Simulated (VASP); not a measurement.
Re: single point with BLYP+D3(BJ)

Re:

```
CELL_PARAMETERS angstrom
2.76650 0.00000 0.00000
-1.38325 2.39586 0.00000
0.00000 0.00000 4.45827
ATOMIC_POSITIONS crystal
Re 0.66667 0.33333 0.75000
Re 0.33333 0.66667 0.25000
```

```json
{"Program": "VASP 6.6.1", "Task": "single point", "Functional": "BLYP", "Dispersion": "D3(BJ)", "Potentials or basis": "VASP PAW PBE potentials, release 64 (Re)", "Cutoff": "520 eV", "k mesh": "11 × 11 × 6", "Occupations": "fermi-dirac, width 0.05 eV", "Spin": "no spin polarisation", "Dipole correction": "no", "Further INCAR settings": "ALGO = Normal; EDIFF = 1e-06; NBANDS = 14"}
```

The pressure is 2.4 GPa. The band gap on the k mesh is zero (bands 7 and 8 overlap by 3.33 eV) and the dispersion energy per atom is -1.587 eV.

Stress tensor (GPa, compression positive):
```
2.41 0.00 0.00
0.00 2.41 0.00
0.00 0.00 2.28
```

Levels at points of the mesh, in eV from the Fermi level:
```
           k point  band 3  band 4  band 5  band 6  band 7  band 8  band 9  band 10  band 11  band 12
(0.00, 0.00, 0.00)   -1.64   -1.64   -1.62   -0.81   -0.81    0.09    0.09     0.92     3.27     3.27
(0.00, 0.00, 0.50)   -2.34   -2.34   -1.77   -1.77   -1.77   -1.77    2.45     2.45     2.45     2.45
```

Run time: 38 s on 1 thread of Intel Xeon 8259CL, on a shared host, peak memory 0.18 GiB.

Caveat: the PAW data sets were made with another functional, which shifts forces and pressure a little; spin-orbit coupling is left out, which moves the levels of the heavy elements.
